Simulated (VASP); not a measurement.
The system is LiF.

```
F Li
1.0
     0.00000    2.01400    2.01400
     2.01400    0.00000    2.01400
     2.01400    2.01400    0.00000
F Li
1 1
Direct
  0.50000 0.50000 0.50000
  0.00000 0.00000 0.00000
```

Base run:

```yaml
Program: VASP 6.6.1
Functional: r2SCAN
Potentials_or_basis: VASP PAW PBE potentials, release 64 (F, Li_sv)
Cutoff: 520 eV
k_mesh: 10 × 10 × 10
Occupations: gaussian, width 0.01 eV
Spin: no spin polarisation
```

Its results: band gap on the k mesh 10.27 eV.

Q: The run is repeated on the same cell with these changes: functional from r2SCAN to LDA; potentials or basis from VASP PAW PBE potentials, release 64 (F, Li_sv) to VASP PAW LDA potentials, release 64 (F, Li_sv). What comes out?

A: Band gap on the k mesh 8.83 eV.

A k mesh can miss the band edges.
